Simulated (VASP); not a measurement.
A run of VASP 6.6.1 is set up as follows.

Contents of INCAR:

```
SYSTEM = H12CO5
ALGO     = Normal         ! electronic algorithm
EDIFF    = 1E-6           ! SCF threshold, eV
ENCUT    = 520            ! plane-wave cutoff, eV
GGA      = PE             ! functional
ISIF     = 2              ! what is computed and relaxed
ISMEAR   = -1             ! smearing method
IVDW     = 12             ! dispersion correction
LASPH    = .TRUE.         ! aspherical terms in the spheres
LCHARG   = .FALSE.        ! write CHGCAR
LREAL    = Auto         
LWAVE    = .FALSE.        ! write WAVECAR
NBANDS   = 38             ! bands
NELM     = 80             ! most SCF steps
PREC     = Accurate       ! precision mode
SIGMA    = 0.05           ! smearing width, eV
```

Contents of KPOINTS:

```
k-points
0
G
  1 1 1
  0 0 0
```

The input POSCAR:

```
H12CO5
1.0
    6.2411070000      0.0000000000      0.0000000000
    0.0000000000      6.2411070000      0.0000000000
    0.0000000000      0.0000000000      6.2411070000
O H C
5 12 1
Direct
    0.4397661978      0.7833812272      0.4187969171
    0.7879335498      0.6315418143      0.2011296366
    0.1991623776      0.3859894052      0.6553052758
    0.6173434947      0.7388510544      0.8147979227
   -0.0673058718      1.0567835364      0.8975445777
    0.5626551649      0.7333746006      0.3295048896
    0.4284824327      0.9363861909      0.3929905581
    0.8898744229      0.7492183963      0.1916070759
    0.7314917608      0.6226539212      0.0527080599
    0.1654300072      0.4855916312      0.5401250240
    0.3072533607      0.4629164442      0.7376466824
    0.5581242380      0.7475639322      0.6670918182
    0.6937796118      0.8765315974      0.8320273422
    0.0768175168      0.7625629312      0.8770456214
   -0.0386044643      1.2011937609      0.8433605673
    0.1189903023      0.9281411421      0.6482626932
    0.2606222589      0.9827112031      0.8925266283
    0.1075652390      0.9274564112      0.8243306096
```

Potentials or basis: VASP PAW PBE potentials, release 64 (O, H, C).

Command:

```bash
$ cat potpaw_PBE.64/O/POTCAR potpaw_PBE.64/H/POTCAR potpaw_PBE.64/C/POTCAR > POTCAR
$ mpirun -np 1 vasp_gam > vasp.out
```

What does it give for the dispersion energy per atom?

-0.027 eV.

Predict the band gap on the k mesh.

4.46 eV.

Estimate the largest force.

0.255 eV/Å.

Predict the pressure.

-0.3 GPa.

Stress tensor (GPa, compression positive):
```
-0.44 -0.46 -0.25
-0.46 -0.61  0.19
-0.25  0.19  0.03
```

Caveat: the k points lie up to 1.01 Å⁻¹ apart.
